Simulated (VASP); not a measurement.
KI, 2 atoms in the cell. Symmetry: R-3m, No. 166, trigonal system. The conventional cell has a = 6.327 Å, b = 6.327 Å, c = 7.156 Å, α = 90.00°, β = 90.00°, γ = 120.00°. K (site symmetry -3m) has 8 I at 3.58 to 3.84 Å and 6 K at 4.36 Å within 4.7 Å. I (site symmetry -3m) has 8 K at 3.58 to 3.84 Å and 6 I at 4.36 Å within 4.7 Å.  This cell differs from its parent crystal: epitaxial 111 strain +4.3%.

```yaml
Program: VASP 6.6.1
Task: single point
Functional: PBE
Potentials_or_basis: VASP PAW PBE potentials, release 64 (K_sv, I)
Cutoff: 520 eV
k_mesh: 6 × 6 × 6
Occupations: fermi-dirac, width 0.02 eV
Spin: no spin polarisation
Dipole_correction: no
Further_INCAR_settings: ALGO = Normal; EDIFF = 1e-06; NBANDS = 15
```

Potentials or basis: VASP PAW PBE potentials, release 64 (K_sv, I).

Launch:

```sh
$ cat potpaw_PBE.64/K_sv/POTCAR potpaw_PBE.64/I/POTCAR > POTCAR
$ mpirun -np 1 vasp_std > vasp.out
```

Hardware: 1 thread of AMD EPYC 9R45 96-Core Processor (Zen 5), on a shared host.

Estimate the wall time of this run.

It took 14 s on 1 thread of AMD EPYC 9R45 96-Core Processor (Zen 5), with other jobs on the host, peak memory 0.16 GiB. Counts: scf iterations 12, k points 32.
